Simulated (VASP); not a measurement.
# HfO2 (Fm-3m) in VASP: a series of runs

The runs below take HfO2 through vibrations by perturbation theory, elastic constants, with LDA.

Everything below comes from runs of VASP 6.6.1. Logs are shortened: lines on timing, memory, paths and dates and some standing lists are left out, and cuts for length are marked.

### 1 The cell of the first run

It takes space group Fm-3m (No. 225, cubic). The conventional cell has a = 4.973 Å, b = 4.973 Å, c = 4.973 Å, α = 90.00°, β = 90.00°, γ = 90.00°. Within 2.8 Å of Hf (site symmetry m-3m) lie 8 O at 2.15 Å. Within 2.8 Å of O (site symmetry -43m) lie 4 Hf at 2.15 Å and 6 O at 2.49 Å.

### 2 Vibrations by perturbation theory, LDA

INCAR reads:

```
PREC = Accurate
ENCUT = 520
EDIFF = 1E-8
ISMEAR = 0
SIGMA = 0.01
LREAL = False
LASPH = True
NELM = 60
ALGO = Normal
ISIF = 2
LWAVE = False
LCHARG = False
NBANDS = 18
IBRION = 8
NSW = 1
LEPSILON = True
```

KPOINTS reads:

```
regular mesh
0
Gamma
  8 8 8
```

POSCAR reads:

```
HfO2
1.0
    0.0000000000      2.4863104125      2.4863104125
    2.4863104125      0.0000000000      2.4863104125
    2.4863104125      2.4863104125      0.0000000000
Hf O
1 2
Direct
    0.0000000000      0.0000000000      0.0000000000
    0.2500000000      0.2500000000      0.2500000000
    0.7500000000      0.7500000000      0.7500000000
```

Potentials or basis: VASP PAW LDA potentials, release 64 (Hf_pv, O).

The run is started by

```bash
> cat potpaw_LDA.64/Hf_pv/POTCAR potpaw_LDA.64/O/POTCAR > POTCAR
> mpirun -np 1 vasp_std > vasp.out
```

OUTCAR:

```text
PREC = Accurate
   ENCUT = 520
   EDIFF = 1E-8
   ISMEAR = 0
   LREAL = False
   LASPH = True
   NELM = 60
   ISIF = 2
   IBRION = 8
   NSW = 1
   LEPSILON = True

 ion  position               nearest neighbor table
   1  0.000  0.000  0.000-   3 2.15   3 2.15   3 2.15   2 2.15   3 2.15   2 2.15   2 2.15   2 2.15

   2  0.250  0.250  0.250-   1 2.15   1 2.15   1 2.15   1 2.15
   3  0.750  0.750  0.750-   1 2.15   1 2.15   1 2.15   1 2.15

  LATTYP: Found a face centered cubic cell.
 ALAT       =     4.9726208250

  Lattice vectors:

 A1 = (   0.0000000000,   2.4863104125,   2.4863104125)
 A2 = (   2.4863104125,   0.0000000000,   2.4863104125)
 A3 = (   2.4863104125,   2.4863104125,   0.0000000000)

Analysis of symmetry for initial positions (statically):
=====================================================================
 Subroutine PRICEL returns:
 Original cell was already a primitive cell.

 Routine SETGRP: Setting up the symmetry group for a
 face centered cubic supercell.

 Subroutine GETGRP returns: Found 48 space group operations
 (whereof 48 operations were pure point group operations)
 out of a pool of 48 trial point group operations.

The static configuration has the point symmetry O_h .

Analysis of symmetry for dynamics (positions and initial velocities):
=====================================================================
 Subroutine PRICEL returns:
 Original cell was already a primitive cell.

 Routine SETGRP: Setting up the symmetry group for a
 face centered cubic supercell.

 Subroutine GETGRP returns: Found 48 space group operations
 (whereof 48 operations were pure point group operations)
 out of a pool of 48 trial point group operations.

The dynamic configuration has the point symmetry O_h .

 Subroutine INISYM returns: Found 48 space group operations
 (whereof 48 operations are pure point group operations),
 and found     1 'primitive' translations

----------------------------------------------------------------------------------------

                                     Primitive cell

  volume of cell :      30.7394

  direct lattice vectors                    reciprocal lattice vectors
     0.000000000  2.486310412  2.486310412    -0.201101197  0.201101197  0.201101197
     2.486310412  0.000000000  2.486310412     0.201101197 -0.201101197  0.201101197
     2.486310412  2.486310412  0.000000000     0.201101197  0.201101197 -0.201101197

  length of vectors
     3.516173906  3.516173906  3.516173906     0.348317491  0.348317491  0.348317491

  position of ions in fractional coordinates (direct lattice)
     0.000000000  0.000000000  0.000000000
     0.250000000  0.250000000  0.250000000
     0.750000000  0.750000000  0.750000000

  ion indices of the primitive-cell ions
   primitive index   ion index
                 1           1
                 2           2
                 3           3

----------------------------------------------------------------------------------------

 KPOINTS: regular mesh

Automatic generation of k-mesh.
 Grid dimensions read from file:
 generate k-points for:    8    8    8

 Generating k-lattice:

  Cartesian coordinates                     Fractional coordinates (reciprocal lattice)
    -0.025137650  0.025137650  0.025137650     0.125000000  0.000000000  0.000000000
     0.025137650 -0.025137650  0.025137650     0.000000000  0.125000000  0.000000000
     0.025137650  0.025137650 -0.025137650     0.000000000  0.000000000  0.125000000

  Length of vectors
     0.043539686  0.043539686  0.043539686

  Shift w.r.t. Gamma in fractional coordinates (k-lattice)
     0.000000000  0.000000000  0.000000000

 Subroutine IBZKPT returns following result:
 ===========================================

 Found     29 irreducible k-points:

 Following reciprocal coordinates:
            Coordinates               Weight
  0.000000  0.000000  0.000000      1.000000
  0.125000  0.000000  0.000000      8.000000
[... 621 lines left out ...]

  FREE ENERGIE OF THE ION-ELECTRON SYSTEM (eV)
  ---------------------------------------------------
  free  energy   TOTEN  =       -33.0696842922 eV

  energy  without entropy=      -33.0696842922  energy(sigma->0) =      -33.06968429

 HEAD OF MICROSCOPIC STATIC DIELECTRIC TENSOR (INDEPENDENT PARTICLE, excluding Hartree and local field effects)
 ------------------------------------------------------
           5.538666    -0.000000     0.000000
          -0.000000     5.538666    -0.000000
          -0.000000     0.000000     5.538666
 ------------------------------------------------------

 Free energy of the ion-electron system (eV)
  ---------------------------------------------------
  ---------------------------------------------------
  free energy    TOTEN  =        -0.38407939 eV

  energy without entropy =       -0.38407939

------------------------ aborting loop because EDIFF is reached ----------------------------------------

--------------------------------------- Ionic step        2  -------------------------------------------

------------------------ aborting loop because EDIFF is reached ----------------------------------------

--------------------------------------- Ionic step        3  -------------------------------------------

------------------------ aborting loop because EDIFF is reached ----------------------------------------

 PIEZOELECTRIC TENSOR FIELD DIRECTION 3  (e Angst)
 -----------------------------------------------------------------------------
     0.00002  0.00000  0.00000           ( -0.00001  0.00000  0.00000)
     0.00000  0.00002  0.00000           (  0.00000 -0.00001 -0.00000)
     0.00000 -0.00000 -0.00044           (  0.00000 -0.00000  0.00000)

 PIEZOELECTRIC TENSOR FIELD DIRECTION 3  (C/m^2)
 -----------------------------------------------------------------------------
     0.00001  0.00000  0.00000
     0.00000  0.00001  0.00000
     0.00000 -0.00000 -0.00023

--------------------------------------- Ionic step        4  -------------------------------------------

------------------------ aborting loop because EDIFF is reached ----------------------------------------

[... ionic steps 5 to 6 ...]

--------------------------------------- Ionic step        7  -------------------------------------------

 Free energy of the ion-electron system (eV)
  ---------------------------------------------------
  ---------------------------------------------------
  free energy    TOTEN  =        -0.36098249 eV

  energy without entropy =       -0.36098249

------------------------ aborting loop because EDIFF is reached ----------------------------------------

 INTERNAL STRAIN TENSOR  FOR ION    2  DIRECTION 1   (eV/Angst):
 -----------------------------------------------------------------------------
    -0.00125  0.00000  0.00000
     0.00000  0.00076 -9.21985
     0.00000 -9.21985  0.00076

 MACROSCOPIC STATIC DIELECTRIC TENSOR (including local field effects in DFT)
 ------------------------------------------------------
           5.333426     0.000000    -0.000000
           0.000000     5.333426     0.000000
           0.000000     0.000000     5.333426
 ------------------------------------------------------

 PIEZOELECTRIC TENSOR (including local field effects)  for field in x, y, z        (e  Angst)
          XX          YY          ZZ          XY          YZ          ZX
  --------------------------------------------------------------------------------
  x     0.00000     0.00000     0.00000     0.00000     0.00000     0.00000
  y     0.00000     0.00000     0.00000     0.00000     0.00000     0.00000
  z     0.00000     0.00000     0.00000     0.00000     0.00000     0.00000

 PIEZOELECTRIC TENSOR (including local field effects)  for field in x, y, z        (C/m^2)
          XX          YY          ZZ          XY          YZ          ZX
  --------------------------------------------------------------------------------
  x     0.00000     0.00000     0.00000     0.00000     0.00000     0.00000
  y     0.00000     0.00000     0.00000     0.00000     0.00000     0.00000
  z     0.00000     0.00000     0.00000     0.00000     0.00000     0.00000

 BORN EFFECTIVE CHARGES (including local field effects) (in |e|, cummulative output)
 ---------------------------------------------------------------------------------
 ion    1
    1     5.55722     0.00000     0.00000
    2     0.00000     5.55722     0.00000
    3     0.00000     0.00000     5.55722
 ion    2
    1    -2.77861     0.00000     0.00000
    2     0.00000    -2.77861     0.00000
    3     0.00000     0.00000    -2.77861
 ion    3
    1    -2.77861     0.00000     0.00000
    2     0.00000    -2.77861     0.00000
    3     0.00000     0.00000    -2.77861

 INTERNAL STRAIN TENSOR FOR ION    3 for displacements in x,y,z  (eV/Angst):
          X           Y           Z          XY          YZ          ZX
  --------------------------------------------------------------------------------
  x     0.00000     0.00000     0.00000     0.00000     9.21985     0.00000
  y     0.00000     0.00000     0.00000     0.00000     0.00000     9.21985
  z     0.00000     0.00000     0.00000     9.21985     0.00000     0.00000

 SECOND DERIVATIVES (NOT SYMMETRIZED)
 ------------------------------------
               1X          1Y          1Z          2X          2Y          2Z          3X          3Y          3Z
  1X    -7.050211    0.000000    0.000000    3.525106    0.000000    0.000000    3.525106    0.000000    0.000000
  1Y     0.000000   -7.050211    0.000000    0.000000    3.525106    0.000000    0.000000    3.525106    0.000000
  1Z     0.000000    0.000000   -7.050211    0.000000    0.000000    3.525106    0.000000    0.000000    3.525106
  2X     3.534362    0.000000    0.000000  -12.756131    0.000000    0.000000    9.221770    0.000000    0.000000
  2Y     0.000000    3.534362    0.000000    0.000000  -12.756131    0.000000    0.000000    9.221770    0.000000
  2Z     0.000000    0.000000    3.534362    0.000000    0.000000  -12.756131    0.000000    0.000000    9.221770
  3X     3.534362    0.000000    0.000000    9.221770    0.000000    0.000000  -12.756131    0.000000    0.000000
  3Y     0.000000    3.534362    0.000000    0.000000    9.221770    0.000000    0.000000  -12.756131    0.000000
  3Z     0.000000    0.000000    3.534362    0.000000    0.000000    9.221770    0.000000    0.000000  -12.756131

 Eigenvectors and eigenvalues of the dynamical matrix
 ----------------------------------------------------

   1 f  =   18.322463 THz   115.123428 2PiTHz  611.171566 cm-1    75.775583 meV
             X         Y         Z           dx          dy          dz
      0.000000  0.000000  0.000000     0.000000   -0.000000   -0.000000
      1.243155  1.243155  1.243155     0.706508    0.029096   -0.000000
      3.729466  3.729466  3.729466    -0.706508   -0.029096   -0.000000
[... 43 lines left out ...]
   9 f/i=    0.003752 THz     0.023575 2PiTHz    0.125157 cm-1     0.015517 meV
             X         Y         Z           dx          dy          dz
      0.000000  0.000000  0.000000    -0.008423   -0.052466   -0.919504
      1.243155  1.243155  1.243155    -0.002518   -0.015688   -0.274940
      3.729466  3.729466  3.729466    -0.002518   -0.015688   -0.274940

--------------------------------------------------------------------------------------------------------

 MACROSCOPIC STATIC DIELECTRIC TENSOR IONIC CONTRIBUTION
 ------------------------------------------------------
          25.763341    -0.000000    -0.000000
          -0.000000    25.763341     0.000000
          -0.000000     0.000000    25.763341
 ------------------------------------------------------

 ELASTIC MODULI CONTR FROM IONIC RELAXATION (kBar)
 Direction    XX          YY          ZZ          XY          YZ          ZX
 --------------------------------------------------------------------------------
 XX          -0.0000     -0.0000     -0.0000     -0.0000     -0.0000     -0.0000
 YY          -0.0000     -0.0000     -0.0000     -0.0000     -0.0000     -0.0000
 ZZ          -0.0000     -0.0000     -0.0000     -0.0000     -0.0000     -0.0000
 XY          -0.0000     -0.0000     -0.0000   -403.1870      0.0000     -0.0000
 YZ          -0.0000     -0.0000     -0.0000      0.0000   -403.1870      0.0000
 ZX          -0.0000     -0.0000     -0.0000     -0.0000      0.0000   -403.1870
 --------------------------------------------------------------------------------

 PIEZOELECTRIC TENSOR IONIC CONTR  for field in x, y, z        (C/m^2)
          XX          YY          ZZ          XY          YZ          ZX
  --------------------------------------------------------------------------------
  x     0.00000     0.00000     0.00000     0.00000     0.00000     0.00000
  y    -0.00000    -0.00000    -0.00000    -0.00000    -0.00000    -0.00000
  z     0.00000     0.00000     0.00000     0.00000     0.00000    -0.00000
```

Run time: 7.5 min. Hardware: 1 thread of Intel Xeon Platinum 8259CL at 2.50GHz (Skylake/Cascade Lake), shared host; peak memory 0.31 GiB.

Results:

* Electronic dielectric tensor (diagonal): 5.33
* Born charges (mean of the diagonal): Hf +5.56; O -2.78 e
* Highest phonon frequency at Γ, LO-TO splitting left out: 611 cm⁻¹

Phonon frequencies in cm⁻¹ (negative: imaginary):
```csv
q point,frequencies
"(0.000, 0.000, 0.000)",0 0 0 266 266 266 611 611 611
```

Electronic dielectric tensor:
```
5.33 0.00 0.00
0.00 5.33 0.00
0.00 0.00 5.33
```

Born effective charge tensors (e):
atom 1, Hf
```
5.56 0.00 0.00
0.00 5.56 0.00
0.00 0.00 5.56
```
atom 2, O
```
-2.78  0.00  0.00
 0.00 -2.78  0.00
 0.00  0.00 -2.78
```
atom 3, O
```
-2.78  0.00  0.00
 0.00 -2.78  0.00
 0.00  0.00 -2.78
```

Caveat: the cell wasn't relaxed at this level first, which shifts response properties; spin-orbit coupling is left out, which moves the levels of the heavy elements.

(Continued in part 2 of 2.)
